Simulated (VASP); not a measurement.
Input of a VASP 6.6.1 run:

INCAR

```
ALGO = Normal ; EDIFF = 1E-6
EDIFFG = -0.04 ; ENCUT = 600
GGA = PE ; IBRION = 2
ISIF = 3 ; ISMEAR = 0
LASPH = T ; LCHARG = F
LREAL = F ; LWAVE = F
NELM = 100 ; NSW = 90
PREC = Accurate ; SIGMA = 0.1
```

The input KPOINTS:

```
k-points
0
Gamma
  3 3 4
```

File POSCAR:

```
K3Zr2S
1.0
    6.4675636200      0.0000000000      0.0000000000
   -3.2337818100      5.6010743900      0.0000000000
    0.0000000000      0.0000000000      4.2820910200
K Zr S
3 2 1
Direct
    0.5000000000      0.0000000000      0.5000000000
    0.0000000000      0.5000000000      0.5000000000
    0.5000000000      0.5000000000      0.5000000000
    0.6666666700      0.3333333300      0.0000000000
    0.3333333300      0.6666666700      0.0000000000
    0.0000000000      0.0000000000      0.0000000000
```

Potentials or basis: VASP PAW PBE potentials, release 64 (K_sv, Zr_sv, S).

Launch:

```console
$ cat potpaw_PBE.64/K_sv/POTCAR potpaw_PBE.64/Zr_sv/POTCAR potpaw_PBE.64/S/POTCAR > POTCAR
$ mpirun -np 1 vasp_std > vasp.out
```

(1) What does it give for the relaxed volume?

(2) Estimate the space group after relaxing (to 0.1 Å).

Results:

(1) 31.77 Å³/atom.

(2) P6/mmm (No. 191).

Caveat: the k points lie up to 0.42 Å⁻¹ apart in the final cell, too coarse for converged energies and pressures of a metal; the volume moved by over 15 % at a fixed basis, so the end points are rough.
